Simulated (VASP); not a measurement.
# Au (P6_3/mmc) in VASP: notebook, part 2 of 2

VASP 6.6.1. The steps go on from the part before.

### 3 Single point, PBE (17.48 Å³/atom)

This run uses another cell than the first one, of 17.48 Å³/atom.

Input file INCAR:

```
PREC = Accurate
ENCUT = 520
EDIFF = 1E-7
ISMEAR = 0
SIGMA = 0.1
LREAL = False
LASPH = True
NELM = 100
ALGO = Fast
ISIF = 2
LWAVE = False
LCHARG = False
GGA = PE
NBANDS = 18
```

Input file KPOINTS:

```
Automatic mesh
0
Gamma
  18 18 10
```

Input file POSCAR:

```
Au
1.0
    2.8905138966      0.0000000000      0.0000000000
   -1.4452569483      2.5032584645      0.0000000000
    0.0000000000      0.0000000000      4.8305294349
Au
2
Direct
    0.3333333333      0.6666666667      0.7500000000
    0.6666666667      0.3333333333      0.2500000000
```

Potentials or basis: VASP PAW PBE potentials, release 64 (Au).

The run is started by

```
cat potpaw_PBE.64/Au/POTCAR > POTCAR
mpirun -np 1 vasp_std > vasp.out
```

OUTCAR:

```text
PREC = Accurate
   ENCUT = 520
   EDIFF = 1E-7
   ISMEAR = 0
   LREAL = False
   LASPH = True
   NELM = 100
   ISIF = 2
   GGA = PE

 ion  position               nearest neighbor table
   1  0.333  0.667  0.750-   2 2.94   2 2.94   2 2.94   2 2.94   2 2.94   2 2.94
   2  0.667  0.333  0.250-   1 2.94   1 2.94   1 2.94   1 2.94   1 2.94   1 2.94

  LATTYP: Found a hexagonal cell.
 ALAT       =     2.8905138966
 C/A-ratio  =     1.6711663073

  Lattice vectors:

 A1 = (   2.8905138966,   0.0000000000,   0.0000000000)
 A2 = (  -1.4452569483,   2.5032584645,   0.0000000000)
 A3 = (   0.0000000000,   0.0000000000,   4.8305294349)

Analysis of symmetry for initial positions (statically):
=====================================================================
 Subroutine PRICEL returns:
 Original cell was already a primitive cell.

 Routine SETGRP: Setting up the symmetry group for a
 hexagonal supercell.

 Subroutine GETGRP returns: Found 24 space group operations
 (whereof 12 operations were pure point group operations)
 out of a pool of 24 trial point group operations.

The static configuration has the point symmetry D_3d.
 The point group associated with its full space group is D_6h.

Analysis of symmetry for dynamics (positions and initial velocities):
=====================================================================
 Subroutine PRICEL returns:
 Original cell was already a primitive cell.

 Routine SETGRP: Setting up the symmetry group for a
 hexagonal supercell.

 Subroutine GETGRP returns: Found 24 space group operations
 (whereof 12 operations were pure point group operations)
 out of a pool of 24 trial point group operations.

The dynamic configuration has the point symmetry D_3d.
 The point group associated with its full space group is D_6h.

 Subroutine INISYM returns: Found 24 space group operations
 (whereof 12 operations are pure point group operations),
 and found     1 'primitive' translations

----------------------------------------------------------------------------------------

                                     Primitive cell

  volume of cell :      34.9523

  direct lattice vectors                    reciprocal lattice vectors
     2.890513897  0.000000000  0.000000000     0.345959243  0.199739662  0.000000000
    -1.445256948  2.503258465  0.000000000     0.000000000  0.399479324  0.000000000
     0.000000000  0.000000000  4.830529435     0.000000000  0.000000000  0.207016646

  length of vectors
     2.890513897  2.890513897  4.830529435     0.399479324  0.399479324  0.207016646

  position of ions in fractional coordinates (direct lattice)
     0.333333333  0.666666667  0.750000000
     0.666666667  0.333333333  0.250000000

  ion indices of the primitive-cell ions
   primitive index   ion index
                 1           1
                 2           2

----------------------------------------------------------------------------------------

 KPOINTS: Automatic mesh

Automatic generation of k-mesh.
 Grid dimensions read from file:
 generate k-points for:   18   18   10

 Generating k-lattice:

  Cartesian coordinates                     Fractional coordinates (reciprocal lattice)
     0.019219958  0.011096648  0.000000000     0.055555556 -0.000000000  0.000000000
     0.000000000  0.022193296  0.000000000     0.000000000  0.055555556  0.000000000
     0.000000000  0.000000000  0.020701665     0.000000000  0.000000000  0.100000000

  Length of vectors
     0.022193296  0.022193296  0.020701665

  Shift w.r.t. Gamma in fractional coordinates (k-lattice)
     0.000000000  0.000000000  0.000000000

 Subroutine IBZKPT returns following result:
 ===========================================

 Found    222 irreducible k-points:

 Following reciprocal coordinates:
            Coordinates               Weight
  0.000000  0.000000  0.000000      1.000000
  0.055556  0.000000  0.000000      6.000000
  0.111111  0.000000  0.000000      6.000000
  0.166667  0.000000  0.000000      6.000000
  0.222222  0.000000  0.000000      6.000000
  0.277778  0.000000  0.000000      6.000000
[... 16 lines left out ...]
  0.333333  0.111111  0.000000     12.000000
  0.388889  0.111111  0.000000     12.000000
 [... further k-points ...]
   k-points           NKPTS =    222   k-points in BZ     NKDIM =    222   number of bands    NBANDS=     18
   number of dos      NEDOS =    301   number of ions     NIONS =      2
   total plane-waves  NPLWV =  20736
   dimension x,y,z NGX =    24 NGY =   24 NGZ =   36
   dimension x,y,z NGXF=    48 NGYF=   48 NGZF=   72
   ions per type =               2
   NGX,Y,Z   is equivalent  to a cutoff of  13.80, 13.80, 12.39 a.u.
   NGXF,Y,Z  is equivalent  to a cutoff of  27.61, 27.61, 24.78 a.u.
 SYSTEM =  unknown system
   PREC   = accura    normal or accurate (medium, high low for compatibility)
   ISTART =      0    job   : 0-new  1-cont  2-samecut
   ICHARG =      2    charge: 1-file 2-atom 10-const
   ISPIN  =      1    spin polarized calculation?
   LNONCOLLINEAR =      F non collinear calculations
   LSORBIT =      F    spin-orbit coupling
   LASPH  =      T    aspherical Exc in radial PAW
   ENCUT  =  520.0 eV  38.22 Ry    6.18 a.u.   5.37  5.37  8.98*2*pi/ulx,y,z
   NELM   =    100;   NELMIN=  2; NELMDL= -5     # of ELM steps
   EDIFF  = 0.1E-06   stopping-criterion for ELM
   LREAL  =      F    real-space projection
   EDIFFG = 0.1E-05   stopping-criterion for IOM
   NSW    =      0    number of steps for IOM
   IBRION =     -1    ionic relax: 0-MD 1-quasi-New 2-CG
   NFREE  =      0    steps in history (QN), initial steepest desc. (CG)
   ISIF   =      2    stress and relaxation
   ISYM   =      2    0-nonsym 1-usesym 2-fastsym
   POTIM  = 0.5000    time-step for ionic-motion
   TEBEG  =    0.0;   TEEND  =   0.0 temperature during run
   PSTRESS=    0.0 pullay stress
   NELECT =      22.0000    total number of electrons
   NUPDOWN=      -1.0000    fix difference up-down
   EMIN   =  10.00;   EMAX   =-10.00  energy-range for DOS
   EFERMI =   0.00;   METHOD = LEGACY
   ISMEAR =     0;   SIGMA  =   0.10  broadening in eV -4-tet -1-fermi 0-gaus
   EFERMI_NEDOS =   21; number of points for ismear=-14 and -15
   IALGO  =     68    algorithm
   IMIX   =      4    mixing-type and parameters
     AMIX     =   0.40;   BMIX     =  1.00
     AMIX_MAG =   1.60;   BMIX_MAG =  1.00
  volume/ion in A,a.u.               =      17.48       117.93
  Fermi-wavevector in a.u.,A,eV,Ry     =   1.402999  2.651283 26.781776  1.968405
  Thomas-Fermi vector in A             =   2.525704
   LORBIT       =      0    0 simple, 1 ext, 2 COOP (PROOUT), +10 PAW based schemes
   GGA     = PE    functional components
   LHFCALC =     F    Hartree Fock is set to
   AEXX    =    0.0000 exact exchange contribution
   IVDW    =     0    specifies the selected vdW correction
   LEPSILON=     F    determine dielectric tensor
   LRPA    =     F    only Hartree local field effects (RPA)
 non-spin polarized calculation
 RMM-DIIS sequential band-by-band and
 Gauss-broadening in eV      SIGMA  =   0.10
  energy-cutoff  :      520.00
  volume of cell :       34.95
 maximum number of plane-waves:       966
 NGX is ok and might be reduce to    24
   NGX = 11   NGY = 11   NGZ = 17

 number of electron      22.0000005 magnetization

 Free energy of the ion-electron system (eV)
  ---------------------------------------------------
  ext. energy  EPLUGINS =         0.00000000
  ---------------------------------------------------
  free energy    TOTEN  =        -6.41210226 eV

  energy without entropy =       -6.40733272  energy(sigma->0) =       -6.40971749

 E-fermi :   9.0208     XC(G=0): -12.5656

 val. band max:        9.0021531226   @ k =   0.4444   0.0556   0.3000
 cond. band min:       9.0221886230   @ k =   0.3889   0.0000   0.4000
 fundamental gap:      0.0200355004
 Fermi energy:         9.0207583713

 k-point     1 :       0.0000    0.0000    0.0000
  band No.  band energies     occupation
      1      -0.5332      2.00000
      2       1.9011      2.00000
      3       4.3556      2.00000
      4       4.6027      2.00000
      5       4.6027      2.00000
      6       4.9066      2.00000
[... 10 lines left out ...]
     17      27.2459      0.00000
     18      27.2459      0.00000
[... 463 lines left out ...]
 k-point    24 :       0.3889    0.1111    0.0000
  band No.  band energies     occupation
      1       2.6435      2.00000
      2       2.6988      2.00000
      3       3.0129      2.00000
      4       4.5129      2.00000
      5       4.8157      2.00000
      6       4.9212      2.00000
[... 10 lines left out ...]
     17      21.0951      0.00000
     18      23.6347      0.00000

 [... further k-points ...]

------------------------ aborting loop because EDIFF is reached ----------------------------------------

  FORCE on cell =-STRESS in cart. coord.  units (eV):
  Direction    XX          YY          ZZ          XY          YZ          ZX
  --------------------------------------------------------------------------------------
  -------------------------------------------------------------------------------------
  Total        0.9486324      0.9486324      0.9165539      0.0000000      0.0000000      0.0000000
  in kB       43.4843555     43.4843555     42.0139107      0.0000000      0.0000000      0.0000000
  external PRESSURE =      42.9942073 kB  Pullay stress =       0.0000000 kB

 VOLUME and BASIS-vectors are now :
 -----------------------------------------------------------------------------
  energy-cutoff  :      520.00
  volume of cell :       34.95
      direct lattice vectors                 reciprocal lattice vectors
     2.890513897  0.000000000  0.000000000     0.345959243  0.199739662  0.000000000
    -1.445256948  2.503258465  0.000000000     0.000000000  0.399479324  0.000000000
     0.000000000  0.000000000  4.830529435     0.000000000  0.000000000  0.207016646

 POSITION                                       TOTAL-FORCE (eV/Angst)
 -----------------------------------------------------------------------------------
     -0.00000      1.66884      3.62290        -0.000000     -0.000000      0.000000
      1.44526      0.83442      1.20763         0.000000      0.000000      0.000000
 -----------------------------------------------------------------------------------
    total drift:                               -0.000000      0.000000     -0.000000

  FREE ENERGIE OF THE ION-ELECTRON SYSTEM (eV)
  ---------------------------------------------------
  free  energy   TOTEN  =        -6.4121022636 eV

  energy  without entropy=       -6.4073327249  energy(sigma->0) =       -6.40971749
```

stdout:

```text
POSCAR found type information on POSCAR Au
 POSCAR found :  1 types and       2 ions
 scaLAPACK will be used
 LDA part: xc-table for (Slater+PW92), standard interpolation
 POSCAR, INCAR and KPOINTS ok, starting setup
 FFT: planning ... GRIDC
 FFT: planning ... GRID_SOFT
 FFT: planning ... GRID
 WAVECAR not read
 entering main loop
```

Run time: 50 s. Hardware: 1 thread of Intel Xeon 6975P-C (Granite Rapids), shared host; peak memory 0.23 GiB.

What came out:

```
Free energy            : -6.4121 eV
Pressure               : 4.3 GPa
Band gap on the k mesh : zero (bands 11 and 12 overlap by 6.79 eV)
```

Levels at points of the mesh, in eV from the Fermi level:
```tsv
k point	band 7	band 8	band 9	band 10	band 11	band 12	band 13	band 14	band 15	band 16
(0.00, 0.00, 0.00)	-4.11	-3.48	-3.48	-2.14	-2.14	-0.96	2.65	14.61	15.81	16.78
(0.50, 0.00, 0.00)	-3.58	-1.91	-1.85	-1.67	0.39	1.53	5.76	7.25	7.27	10.25
(0.00, 0.00, 0.50)	-4.46	-4.46	-2.59	-2.59	-2.59	-2.59	10.61	10.61	14.89	14.89
(0.50, 0.00, 0.50)	-2.35	-2.35	-1.75	-1.75	0.54	0.54	3.87	3.87	13.23	13.23
```

Caveat: the cell stands under pressure; spin-orbit coupling is left out, which moves the levels of the heavy elements.

### 4 Single point, PBE (18.56 Å³/atom)

This run uses another cell than the first one, of 18.56 Å³/atom.

Input file INCAR:

```
PREC = Accurate
ENCUT = 520
EDIFF = 1E-7
ISMEAR = 0
SIGMA = 0.1
LREAL = F
LASPH = T
NELM = 60
ALGO = Fast
ISIF = 2
LWAVE = F
LCHARG = F
GGA = PE
NBANDS = 18
```

Input file KPOINTS:

```
regular mesh
0
Gamma
  18 18 10
```

Input file POSCAR:

```
Au
1.0
    2.9383411467      0.0000000000      0.0000000000
   -1.4691705734      2.5446780780      0.0000000000
    0.0000000000      0.0000000000      4.9637044309
Au
2
Direct
    0.3333333333      0.6666666667      0.7500000000
    0.6666666667      0.3333333333      0.2500000000
```

The run is started by

```
cat potpaw_PBE.64/Au/POTCAR > POTCAR
mpirun -np 1 vasp_std > vasp.out
```

It took 56 s on 1 thread of Intel Xeon 6975P-C (Granite Rapids), shared host; peak memory 0.25 GiB.

It converged, with:

* Free energy: -6.4126 eV
* Pressure: -3.9 GPa
* Band gap on the k mesh: zero (bands 11 and 12 overlap by 6.39 eV)

Levels at points of the mesh, in eV from the Fermi level:
| k point | band 9 | band 10 | band 11 | band 12 | band 13 | band 14 |
| --- | --- | --- | --- | --- | --- | --- |
| (0.00, 0.00, 0.00) | -3.24 | -2.08 | -2.08 | -0.75 | 2.24 | 14.67 |
| (0.50, 0.00, 0.00) | -1.80 | -1.64 | 0.41 | 1.44 | 5.52 | 6.75 |
| (0.00, 0.00, 0.50) | -2.48 | -2.48 | -2.48 | -2.48 | 9.98 | 9.98 |
| (0.50, 0.00, 0.50) | -1.71 | -1.71 | 0.68 | 0.68 | 3.58 | 3.58 |

Caveat: the cell stands under tension; spin-orbit coupling is left out, which moves the levels of the heavy elements.

### 5 Overview

```tsv
cell	gap on the mesh (eV)	pressure (GPa)
a = 2.864, b = 2.864, c = 4.769 Å, angles 90.0, 90.0, 120.0°, 2 atoms	none	9.8
a = 2.891, b = 2.891, c = 4.831 Å, angles 90.0, 90.0, 120.0°, 2 atoms	none	4.3
a = 2.938, b = 2.938, c = 4.964 Å, angles 90.0, 90.0, 120.0°, 2 atoms	none	-3.9
```

Alike in all rows: task single point; level PBE; potentials or basis VASP PAW PBE potentials, release 64 (Au); no spin polarisation; k mesh 18 × 18 × 10; cutoff (eV) 520; smearing gaussian 0.1 eV.

Caveats: spin-orbit coupling is left out, which moves the levels of the heavy elements; the cell stands under pressure (at least some runs); the cell stands under tension (at least some runs).

Total energies depend on the potentials used, so only differences within one code and one set of settings carry meaning.

The gap in the log of VASP goes by the Fermi energy; the results here count the filled bands.